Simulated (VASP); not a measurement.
Crystal: CoSi2.

```
Co Si
1.0
     0.00000    2.67800    2.67800
     2.67800    0.00000    2.67800
     2.67800    2.67800    0.00000
Co Si
1 2
Direct
  0.00000 0.00000 0.00000
  0.25000 0.25000 0.25000
  0.75000 0.75000 0.75000
```

Base run:

| Item | Value |
| --- | --- |
| Program | VASP 6.6.1 |
| Functional | PBE |
| Potentials or basis | VASP PAW PBE potentials, release 64 (Co, Si) |
| Cutoff | 520 eV |
| k mesh | 10 × 10 × 10 |
| Occupations | fermi-dirac, width 0.1 eV |
| Spin | collinear spin, ferromagnetic start |
| Starting moments | [1.8, 0.0, 0.0] μB |
| Fixed moment | 1.8 μB |

Its results: pressure 12.8 GPa; site moments Co +1.14; Si +0.14 μB.

Task: After a change of settings the same cell gave: pressure 8.0 GPa; site moments Co +0.87; Si +0.10 μB. Which change was it?
A. fixed moment from 1.8 μB to 1.57 μB; moments at the start from [1.8, 0.0, 0.0] to [1.57, 0.0, 0.0]
B. fixed moment from 1.8 μB to 0.22 μB; moments at the start from [1.8, 0.0, 0.0] to [0.22, 0.0, 0.0]
C. fixed moment from 1.8 μB to 0.9 μB; moments at the start from [1.8, 0.0, 0.0] to [0.9, 0.0, 0.0]
D. fixed moment from 1.8 μB to 1.35 μB; moments at the start from [1.8, 0.0, 0.0] to [1.35, 0.0, 0.0]

Result: D.

Caveats: the cell stands under pressure; the total moment is fixed, so each spin has its own Fermi level.
